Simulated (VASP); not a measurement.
# Sr3SiTe (P4mm) in VASP: a series of runs

The runs below take Sr3SiTe through single point, relaxation of cell and atoms, with PBE.

All numbers are computed with VASP 6.6.1; they aren't measurements. Logs are shortened: lines on timing, memory, paths and dates and some standing lists are left out, and cuts for length are marked.

### 1 The cell of the first run

Symmetry: P4mm, No. 99, tetragonal system. Conventional cell: a = 5.346 Å, b = 5.346 Å, c = 5.192 Å, α = 90.00°, β = 90.00°, γ = 90.00°. Sr (site symmetry 2mm) has 2 Si at 2.70 Å and 2 Sr at 3.39 Å and 2 Te at 3.57 Å within 3.6 Å. Sr (site symmetry 4mm) has 2 Si at 2.45 to 2.74 Å within 3.2 Å. Within 3.2 Å of Si (site symmetry 4mm) lie 6 Sr at 2.45 to 2.74 Å. Within 4.7 Å of Te (site symmetry 4mm) lie 12 Sr at 3.57 to 3.89 Å and 8 Si at 4.51 to 4.67 Å.

### 2 Single point, PBE

Input file INCAR:

```
SYSTEM = Sr3SiTe
ALGO = Normal ; EDIFF = 1E-7
ENCUT = 520 ; GGA = PE
ISIF = 2 ; ISMEAR = 0
LASPH = .TRUE. ; LCHARG = .FALSE.
LREAL = .FALSE. ; LWAVE = .FALSE.
NBANDS = 28 ; NELM = 60
PREC = Accurate ; SIGMA = 0.1
```

Input file KPOINTS:

```
k-points
0
G
  4 4 4
  0 0 0
```

Input file POSCAR:

```
Sr3SiTe
1.0
    5.3461026000      0.0000000000      0.0000000000
    0.0000000000      5.3461026000      0.0000000000
    0.0000000000      0.0000000000      5.1922970100
Sr Si Te
3 1 1
Direct
    0.5000000000      0.0000000000      0.9572292000
    0.0000000000      0.5000000000      0.9572292000
    0.0000000000      0.0000000000      0.5566590000
    0.0000000000      0.0000000000      0.0281081300
    0.5000000000      0.5000000000      0.5007744700
```

Potentials or basis: VASP PAW PBE potentials, release 64 (Sr_sv, Si, Te).

On the command line:

```
$ cat potpaw_PBE.64/Sr_sv/POTCAR potpaw_PBE.64/Si/POTCAR potpaw_PBE.64/Te/POTCAR > POTCAR
$ mpirun -np 1 vasp_std > vasp.out
```

OUTCAR:

```text
SYSTEM = Sr3SiTe
   EDIFF = 1E-7
   ENCUT = 520
   GGA = PE
   ISIF = 2
   ISMEAR = 0
   LASPH = .TRUE.
   LREAL = .FALSE.
   NELM = 60
   PREC = Accurate

 ion  position               nearest neighbor table
   1  0.500  0.000  0.957-   4 2.70   4 2.70   3 3.39   3 3.39   5 3.57   5 3.57   2 3.78   2 3.78
                             2 3.78   2 3.78   5 3.89   5 3.89   3 4.10   3 4.10
   2  0.000  0.500  0.957-   4 2.70   4 2.70   3 3.39   3 3.39   5 3.57   5 3.57   1 3.78   1 3.78
                             1 3.78   1 3.78   5 3.89   5 3.89   3 4.10   3 4.10
   3  0.000  0.000  0.557-   4 2.45   4 2.74   1 3.39   2 3.39   2 3.39   1 3.39   5 3.79   5 3.79
                             5 3.79   5 3.79   2 4.10   1 4.10   1 4.10   2 4.10
   4  0.000  0.000  0.028-   3 2.45   2 2.70   1 2.70   2 2.70   1 2.70   3 2.74
   5  0.500  0.500  0.501-   1 3.57   2 3.57   1 3.57   2 3.57   3 3.79   3 3.79   3 3.79   3 3.79
                             1 3.89   2 3.89   2 3.89   1 3.89

  LATTYP: Found a simple tetragonal cell.
 ALAT       =     5.3461026000
 C/A-ratio  =     0.9712303333

  Lattice vectors:

 A1 = (   5.3461026000,   0.0000000000,   0.0000000000)
 A2 = (   0.0000000000,   5.3461026000,   0.0000000000)
 A3 = (   0.0000000000,   0.0000000000,   5.1922970100)

Analysis of symmetry for initial positions (statically):
=====================================================================
 Subroutine PRICEL returns:
 Original cell was already a primitive cell.

 Routine SETGRP: Setting up the symmetry group for a
 simple tetragonal supercell.

 Subroutine GETGRP returns: Found  8 space group operations
 (whereof  8 operations were pure point group operations)
 out of a pool of 16 trial point group operations.

The static configuration has the point symmetry C_4v.

Analysis of symmetry for dynamics (positions and initial velocities):
=====================================================================
 Subroutine PRICEL returns:
 Original cell was already a primitive cell.

 Routine SETGRP: Setting up the symmetry group for a
 simple tetragonal supercell.

 Subroutine GETGRP returns: Found  8 space group operations
 (whereof  8 operations were pure point group operations)
 out of a pool of 16 trial point group operations.

The dynamic configuration has the point symmetry C_4v.

 Subroutine INISYM returns: Found  8 space group operations
 (whereof  8 operations are pure point group operations),
 and found     1 'primitive' translations

----------------------------------------------------------------------------------------

                                     Primitive cell

  volume of cell :     148.4001

  direct lattice vectors                    reciprocal lattice vectors
     5.346102600  0.000000000  0.000000000     0.187052153  0.000000000  0.000000000
     0.000000000  5.346102600  0.000000000     0.000000000  0.187052153  0.000000000
     0.000000000  0.000000000  5.192297010     0.000000000  0.000000000  0.192592989

  length of vectors
     5.346102600  5.346102600  5.192297010     0.187052153  0.187052153  0.192592989

  position of ions in fractional coordinates (direct lattice)
     0.500000000  0.000000000  0.957229200
     0.000000000  0.500000000  0.957229200
     0.000000000  0.000000000  0.556659000
     0.000000000  0.000000000  0.028108130
     0.500000000  0.500000000  0.500774470

  ion indices of the primitive-cell ions
   primitive index   ion index
                 1           1
                 2           2
                 3           3
                 4           4
                 5           5

----------------------------------------------------------------------------------------

 KPOINTS: k-points

Automatic generation of k-mesh.
 Grid dimensions read from file:
 generate k-points for:    4    4    4

 Generating k-lattice:

  Cartesian coordinates                     Fractional coordinates (reciprocal lattice)
     0.046763038  0.000000000  0.000000000     0.250000000  0.000000000  0.000000000
     0.000000000  0.046763038  0.000000000     0.000000000  0.250000000  0.000000000
     0.000000000  0.000000000  0.048148247     0.000000000  0.000000000  0.250000000

  Length of vectors
     0.046763038  0.046763038  0.048148247

  Shift w.r.t. Gamma in fractional coordinates (k-lattice)
     0.000000000  0.000000000  0.000000000

 Subroutine IBZKPT returns following result:
 ===========================================

 Found     18 irreducible k-points:

 Following reciprocal coordinates:
            Coordinates               Weight
  0.000000  0.000000  0.000000      1.000000
  0.250000  0.000000  0.000000      4.000000
  0.500000  0.000000  0.000000      2.000000
  0.250000  0.250000  0.000000      4.000000
  0.500000  0.250000  0.000000      4.000000
  0.500000  0.500000  0.000000      1.000000
[... 10 lines left out ...]
  0.500000  0.250000  0.500000      4.000000
  0.500000  0.500000  0.500000      1.000000
   k-points           NKPTS =     18   k-points in BZ     NKDIM =     18   number of bands    NBANDS=     28
   number of dos      NEDOS =    301   number of ions     NIONS =      5
   total plane-waves  NPLWV =  64000
   dimension x,y,z NGX =    40 NGY =   40 NGZ =   40
   dimension x,y,z NGXF=    80 NGYF=   80 NGZF=   80
   ions per type =               3   1   1
   NGX,Y,Z   is equivalent  to a cutoff of  12.44, 12.44, 12.81 a.u.
   NGXF,Y,Z  is equivalent  to a cutoff of  24.88, 24.88, 25.61 a.u.
 SYSTEM =  Sr3SiTe
   PREC   = accura    normal or accurate (medium, high low for compatibility)
   ISTART =      0    job   : 0-new  1-cont  2-samecut
   ICHARG =      2    charge: 1-file 2-atom 10-const
   ISPIN  =      1    spin polarized calculation?
   LNONCOLLINEAR =      F non collinear calculations
   LSORBIT =      F    spin-orbit coupling
   LASPH  =      T    aspherical Exc in radial PAW
   ENCUT  =  520.0 eV  38.22 Ry    6.18 a.u.   9.94  9.94  9.65*2*pi/ulx,y,z
   NELM   =     60;   NELMIN=  2; NELMDL= -5     # of ELM steps
   EDIFF  = 0.1E-06   stopping-criterion for ELM
   LREAL  =      F    real-space projection
   EDIFFG = 0.1E-05   stopping-criterion for IOM
   NSW    =      0    number of steps for IOM
   IBRION =     -1    ionic relax: 0-MD 1-quasi-New 2-CG
   NFREE  =      0    steps in history (QN), initial steepest desc. (CG)
   ISIF   =      2    stress and relaxation
   ISYM   =      2    0-nonsym 1-usesym 2-fastsym
   POTIM  = 0.5000    time-step for ionic-motion
   TEBEG  =    0.0;   TEEND  =   0.0 temperature during run
   PSTRESS=    0.0 pullay stress
   NELECT =      40.0000    total number of electrons
   NUPDOWN=      -1.0000    fix difference up-down
   EMIN   =  10.00;   EMAX   =-10.00  energy-range for DOS
   EFERMI =   0.00;   METHOD = LEGACY
   ISMEAR =     0;   SIGMA  =   0.10  broadening in eV -4-tet -1-fermi 0-gaus
   EFERMI_NEDOS =   21; number of points for ismear=-14 and -15
   IALGO  =     38    algorithm
   IMIX   =      4    mixing-type and parameters
     AMIX     =   0.40;   BMIX     =  1.00
     AMIX_MAG =   1.60;   BMIX_MAG =  1.00
  volume/ion in A,a.u.               =      29.68       200.29
  Fermi-wavevector in a.u.,A,eV,Ry     =   1.057508  1.998399 15.215696  1.118322
  Thomas-Fermi vector in A             =   2.192783
   LORBIT       =      0    0 simple, 1 ext, 2 COOP (PROOUT), +10 PAW based schemes
   GGA     = PE    functional components
   LHFCALC =     F    Hartree Fock is set to
   AEXX    =    0.0000 exact exchange contribution
   IVDW    =     0    specifies the selected vdW correction
   LEPSILON=     F    determine dielectric tensor
   LRPA    =     F    only Hartree local field effects (RPA)
 non-spin polarized calculation
 Gauss-broadening in eV      SIGMA  =   0.10
  energy-cutoff  :      520.00
  volume of cell :      148.40
 maximum number of plane-waves:      4028
 NGX is ok and might be reduce to    40
   NGX = 19   NGY = 19   NGZ = 19

 number of electron      40.0000000 magnetization

 Free energy of the ion-electron system (eV)
  ---------------------------------------------------
  ext. energy  EPLUGINS =         0.00000000
  ---------------------------------------------------
  free energy    TOTEN  =       -13.68197980 eV

  energy without entropy =      -13.66689809  energy(sigma->0) =      -13.67443894

 E-fermi :   4.9127     XC(G=0):  -9.0749

 val. band max:        4.9107095613   @ k =   0.2500   0.0000   0.0000
 cond. band min:       4.9613273750   @ k =   0.0000   0.0000   0.2500
 fundamental gap:      0.0506178137
 Fermi energy:         4.9126683673

 k-point     1 :       0.0000    0.0000    0.0000
  band No.  band energies     occupation
      1     -30.7724      2.00000
      2     -30.6363      2.00000
      3     -30.6231      2.00000
      4     -13.2658      2.00000
      5     -13.2658      2.00000
      6     -13.2433      2.00000
[... 20 lines left out ...]
     27       8.3980      0.00000
     28       8.4033      0.00000

 k-point     2 :       0.2500    0.0000    0.0000
  band No.  band energies     occupation
      1     -30.7588      2.00000
      2     -30.6465      2.00000
      3     -30.6264      2.00000
      4     -13.2817      2.00000
      5     -13.2337      2.00000
      6     -13.1830      2.00000
[... 20 lines left out ...]
     27       7.7757      0.00000
     28       8.8070      0.00000

 k-point     3 :       0.5000    0.0000    0.0000
  band No.  band energies     occupation
      1     -30.7406      2.00000
      2     -30.6634      2.00000
      3     -30.6275      2.00000
      4     -13.2809      2.00000
      5     -13.1960      2.00000
      6     -13.1190      2.00000
[... 430 lines left out ...]
      3     -30.6469      2.00000
      4     -13.5839      2.00000
      5     -13.2035      2.00000
      6     -13.1433      2.00000
[... 20 lines left out ...]
     27       8.0910      0.00000
     28       8.1509      0.00000

 k-point    18 :       0.5000    0.5000    0.5000
  band No.  band energies     occupation
      1     -30.7032      2.00000
      2     -30.6628      2.00000
      3     -30.6628      2.00000
      4     -13.6890      2.00000
      5     -13.1942      2.00000
      6     -13.1942      2.00000
[... 20 lines left out ...]
     27       7.8130      0.00000
     28       8.8997      0.00000

------------------------ aborting loop because EDIFF is reached ----------------------------------------

  FORCE on cell =-STRESS in cart. coord.  units (eV):
  Direction    XX          YY          ZZ          XY          YZ          ZX
  --------------------------------------------------------------------------------------
  -------------------------------------------------------------------------------------
  Total       12.8245150     12.8245150     16.9190215      0.0000000      0.0000000     -0.0000000
  in kB      138.4578005    138.4578005    182.6634763      0.0000000      0.0000000     -0.0000000
  external PRESSURE =     153.1930258 kB  Pullay stress =       0.0000000 kB

 VOLUME and BASIS-vectors are now :
 -----------------------------------------------------------------------------
  energy-cutoff  :      520.00
  volume of cell :      148.40
      direct lattice vectors                 reciprocal lattice vectors
     5.346102600  0.000000000  0.000000000     0.187052153  0.000000000  0.000000000
     0.000000000  5.346102600  0.000000000     0.000000000  0.187052153  0.000000000
     0.000000000  0.000000000  5.192297010     0.000000000  0.000000000  0.192592989

 POSITION                                       TOTAL-FORCE (eV/Angst)
 -----------------------------------------------------------------------------------
      2.67305      0.00000      4.97022         0.000000     -0.000000      0.527367
      0.00000      2.67305      4.97022         0.000000     -0.000000      0.527367
      0.00000      0.00000      2.89034         0.000000     -0.000000     -4.566900
      0.00000      0.00000      0.14595         0.000000     -0.000000      3.427628
      2.67305      2.67305      2.60017         0.000000      0.000000      0.084539
 -----------------------------------------------------------------------------------
    total drift:                                0.000000      0.000000      0.000370

  FREE ENERGIE OF THE ION-ELECTRON SYSTEM (eV)
  ---------------------------------------------------
  free  energy   TOTEN  =       -13.6819798027 eV

  energy  without entropy=      -13.6668980870  energy(sigma->0) =      -13.67443894
```

Wall time 47 s (1 thread of Intel Xeon Platinum 8488C (Sapphire Rapids), shared host); peak memory 0.28 GiB.

Results:

```yaml
Free_energy: -13.6820 eV
Pressure: 15.3 GPa
Largest_force: 4.567 eV/Å
Band_gap_on_the_k_mesh: zero (bands 20 and 21 overlap by 0.12 eV)
```

Forces on the atoms (eV/Å):
```
Sr   0.000  0.000  0.527
Sr   0.000  0.000  0.527
Sr   0.000  0.000 -4.567
Si   0.000  0.000  3.428
Te   0.000  0.000  0.085
```

Stress tensor (GPa, compression positive):
```
13.85  0.00  0.00
 0.00 13.85  0.00
 0.00  0.00 18.27
```

Caveat: the cell stands under pressure; semilocal functionals underestimate gaps, and a narrow one can read as zero; spin-orbit coupling is left out, which moves the levels of the heavy elements; forces of over 1 eV/Å act on the atoms, so gaps and moduli don't describe the material at rest.

### 3 Single point, PBE

This run uses another cell than the first one, of 43.46 Å³/atom.

Input file INCAR:

```
SYSTEM = Sr3SiTe
  ALGO = Normal
  EDIFF = 1E-6
  ENCUT = 520
  GGA = PE
  ISIF = 2
  ISMEAR = 0
  LASPH = .TRUE.
  LCHARG = .FALSE.
  LREAL = .FALSE.
  LWAVE = .FALSE.
  NBANDS = 28
  NELM = 100
  PREC = Accurate
  SIGMA = 0.1
```

KPOINTS is that of step 2.

Input file POSCAR:

```
Sr3SiTe
1.0
    5.9451276704      0.0000000000      0.0000000000
    0.0000000000      5.9451276704      0.0000000000
    0.0000000000      0.0000000000      6.1476410978
Sr Si Te
3 1 1
Direct
    0.5000000000      0.0000000000      0.9381383279
    0.0000000000      0.5000000000      0.9381383279
    0.0000000000      0.0000000000      0.4884771312
    0.0000000000      0.0000000000      0.0055148427
    0.5000000000      0.5000000000      0.6297313703
```

Potentials or basis: VASP PAW PBE potentials, release 64 (Sr_sv, Si, Te).

On the command line:

```
$ cat potpaw_PBE.64/Sr_sv/POTCAR potpaw_PBE.64/Si/POTCAR potpaw_PBE.64/Te/POTCAR > POTCAR
$ mpirun -np 1 vasp_std > vasp.out
```

It took 81 s on 1 thread of Intel Xeon Platinum 8488C (Sapphire Rapids), shared host; peak memory 0.38 GiB.

The run converged. Its results:

```yaml
Free_energy: -16.7630 eV
Pressure: 0.2 GPa
Largest_force: 0.023 eV/Å
Band_gap_on_the_k_mesh: zero (filled and empty bands touch)
```

Forces on the atoms (eV/Å):
```
Sr   0.000  0.000 -0.001
Sr   0.000  0.000 -0.001
Sr   0.000  0.000 -0.009
Si   0.000  0.000  0.023
Te   0.000  0.000 -0.013
```

Stress tensor (GPa, compression positive):
```
0.19 0.00 0.00
0.00 0.19 0.00
0.00 0.00 0.30
```

Levels at points of the mesh, in eV from the Fermi level:
```csv
k point,band 18,band 19,band 20,band 21,band 22,band 23
"(0.00, 0.00, 0.00)",-0.53,-0.12,-0.01,-0.01,0.42,0.91
"(0.50, 0.00, 0.00)",-1.53,-0.50,-0.35,0.95,1.10,1.31
"(0.50, 0.50, 0.00)",-1.09,-1.09,-0.69,1.18,1.26,1.29
"(0.00, 0.00, 0.50)",-1.74,-0.31,-0.31,0.92,1.15,1.17
"(0.50, 0.00, 0.50)",-1.38,-1.26,-0.57,1.22,1.35,1.58
"(0.50, 0.50, 0.50)",-1.99,-1.57,-1.57,1.65,1.74,1.76
```

Caveat: semilocal functionals underestimate gaps, and a narrow one can read as zero; spin-orbit coupling is left out, which moves the levels of the heavy elements.

(Part 1 of 2 ends here.)

The gap in the log of VASP goes by the Fermi energy; the results here count the filled bands.